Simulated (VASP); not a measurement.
Wanted: the native input for a VASP 6.6.1 run.

| Property | Result |
| --- | --- |
| Task | single point |
| Functional | LDA |
| Potentials or basis | VASP PAW LDA potentials, release 64 (Al) |
| Cutoff | 520 eV |
| k mesh | 18 × 18 × 10 |
| Occupations | gaussian, width 0.15 eV |
| Spin | no spin polarisation |
| Dipole correction | no |
| Further INCAR settings | ALGO = Normal; EDIFF = 1e-07; NBANDS = 10 |

The structure of Al lies in POSCAR:

```
Al
1.0
    2.8024648109      0.0000000000      0.0000000000
   -1.4012324054      2.4270057195      0.0000000000
    0.0000000000      0.0000000000      4.5105000000
Al
2
Direct
    0.6666666667      0.3333333333      0.7500000000
    0.3333333333      0.6666666667      0.2500000000
```

This isn't the form of Al at room conditions, which is fcc.

One way to write it, as run:

INCAR

```
SYSTEM = Al
PREC = Accurate
ENCUT = 520
EDIFF = 1E-7
ISMEAR = 0
SIGMA = 0.15
LREAL = .FALSE.
LASPH = .TRUE.
NELM = 100
ALGO = Normal
ISIF = 2
LWAVE = .FALSE.
LCHARG = .FALSE.
NBANDS = 10
```

KPOINTS

```
Automatic mesh
0
G
  18 18 10
  0 0 0
```

Potentials or basis: VASP PAW LDA potentials, release 64 (Al).

Run with:

```console
$ cat potpaw_LDA.64/Al/POTCAR > POTCAR
$ mpirun -np 1 vasp_std > vasp.out
```

It gave:

```json
{
  "Pressure": "3.5 GPa",
  "Band gap on the k mesh": "zero (bands 3 and 4 overlap by 7.83 eV)"
}
```

Caveat: the cell stands under pressure.

Wall time 45 s on 1 thread of Intel Xeon 8259CL, on a shared host, peak memory 0.17 GiB.
